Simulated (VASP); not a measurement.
Set up this calculation in VASP 6.6.1, as the native input.

```
Task                   : single point
Functional             : PBE
Dispersion             : D3(BJ)
Potentials or basis    : VASP PAW PBE potentials, release 64 (C)
Cutoff                 : 520 eV
k mesh                 : 2 × 2 × 2, shifted
Occupations            : fermi-dirac, width 0.0689 eV
Spin                   : no spin polarisation
Dipole correction      : no
Further INCAR settings : LREAL = Auto; ALGO = Normal; EDIFF = 1e-06; NBANDS = 51
```

The structure of C lies in POSCAR:

```
C
1.0
    1.2252710000      3.5370520000     -3.3395010000
   -2.4505420000     -2.8296420000     -3.3395010000
   -4.9010830000      2.8296420000      3.3395010000
C
18
Direct
    0.7560207576      0.3914655610      0.7111594541
    0.0860557026      0.4017049204      0.0455017346
    0.4291748187      0.4154762744      0.3823188464
    0.7843211302      0.1131349834      0.3666360898
    0.1092057415      0.0918257781      0.7004510436
    0.4432482621      0.1095125486      0.0462267506
    0.7458760304      0.7308367134      0.0317866905
    0.1077424519      0.7616727834      0.3711386964
    0.4289041978      0.7661791233      0.7096859519
    0.8629416787      0.4936652446      0.9302686769
    0.1974425729      0.5172279526      0.2714567040
    0.5225400225      0.5240171122      0.6031118416
    0.8740282909      0.1791036029      0.5856039608
    0.2123610580      0.1955066262      0.9290566283
    0.5458600540      0.2032880979      0.2712668756
    0.8813557071      0.8668853267      0.2592236627
    0.2343268029      0.8924826830      0.6023155570
    0.5304571669      0.8610052330      0.9338838575
```

This cell differs from its parent crystal: dynamics (npt langevin) at 800 K, volume x 1.02, from the last frame before.

The input as run:

INCAR

```
PREC = Accurate ; ENCUT = 520
EDIFF = 1E-6 ; ISMEAR = -1
SIGMA = 0.0689 ; LREAL = Auto
LASPH = T ; NELM = 80
ALGO = Normal ; ISIF = 2
LWAVE = F ; LCHARG = F
GGA = PE ; IVDW = 12
NBANDS = 51
```

KPOINTS

```
Automatic mesh
0
Gamma
  2 2 2
  0.5 0.5 0.5
```

Potentials or basis: VASP PAW PBE potentials, release 64 (C).

Run with:

```sh
$ cat potpaw_PBE.64/C/POTCAR > POTCAR
$ mpirun -np 1 vasp_std > vasp.out
```

Results of the run:

The pressure is 5.6 GPa and the largest force is 5.139 eV/Å. The band gap on the k mesh is 0.64 eV, direct and the dispersion energy per atom is -0.157 eV.

Caveat: the k points lie up to 0.65 Å⁻¹ apart; forces of over 1 eV/Å act on the atoms, so gaps and moduli don't describe the material at rest.

Run time: 58 s on 1 thread of Intel(R) Xeon(R) Platinum 8259CL CPU @ 2.50GHz (Skylake/Cascade Lake) (shared host), peak memory 0.25 GiB.
